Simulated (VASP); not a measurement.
The system is Ca3S4.

```
Ca S
1.0
     6.38434    0.00000    0.00000
     0.00000    6.38434    0.00000
     0.00000    0.00000    6.38434
Ca S
3 4
Direct
  0.00000 0.00000 0.50000
  0.00000 0.50000 0.00000
  0.50000 0.00000 0.00000
  0.25000 0.25000 0.25000
  0.25000 0.75000 0.75000
  0.75000 0.25000 0.75000
  0.75000 0.75000 0.25000
```

This cell differs from its parent crystal: atoms taken out.

```yaml
Program: VASP 6.6.1
Task: relaxation of cell and atoms
Functional: PBE
Potentials_or_basis: VASP PAW PBE potentials, release 64 (Ca_sv, S)
Cutoff: 600 eV
k_mesh: 6 × 6 × 6
Occupations: gaussian, width 0.1 eV
Spin: no spin polarisation
```

At the start: pressure -1.2 GPa; volume 37.17 Å³/atom.

Task: How do energy, volume and symmetry change on relaxing?

Result: Over 13 steps the energy falls by 35.7 meV/atom and the volume is 39.44 Å³/atom (+6.1 %); space group P-43m (No. 215, to 0.1 Å) before and after.

Step by step:
| step | energy change (eV) | largest force (eV/Å) | pressure (GPa) | volume (Å³) |
| --- | --- | --- | --- | --- |
| 1 | 0.0000 | 0.4128 | -1.19 | 260.22 |
| 2 | -0.0625 | 0.2283 | 0.08 | 249.98 |
| 3 | -0.0634 | 0.2028 | 0.26 | 248.65 |
| 4 | -0.0749 | 0.1992 | 0.25 | 249.74 |
| 5 | -0.1079 | 0.1845 | 0.23 | 253.02 |
| 6 | -0.1656 | 0.1537 | 0.15 | 259.68 |
| 7 | -0.2369 | 0.0854 | -0.16 | 273.33 |
| 8 | -0.1160 | 0.1200 | -1.19 | 302.06 |
| 9 | -0.2462 | 0.0505 | -0.25 | 277.79 |
| 10 | -0.2067 | 0.1205 | 1.23 | 266.66 |
| 11 | -0.2492 | 0.0157 | 0.04 | 275.42 |
| 12 | -0.2492 | 0.0145 | 0.04 | 275.37 |
| 13 | -0.2498 | 0.0071 | 0.04 | 276.06 |

Final structure:
```
Ca S
1.0
     6.51134    0.00000    0.00000
     0.00000    6.51134    0.00000
     0.00000    0.00000    6.51134
Ca S
3 4
Direct
  0.00000 0.00000 0.50000
  0.00000 0.50000 0.00000
  0.50000 0.00000 0.00000
  0.21698 0.21698 0.21698
  0.21698 0.78302 0.78302
  0.78302 0.21698 0.78302
  0.78302 0.78302 0.21698
```

Caveat: the cell differs from its parent crystal (atoms taken out).
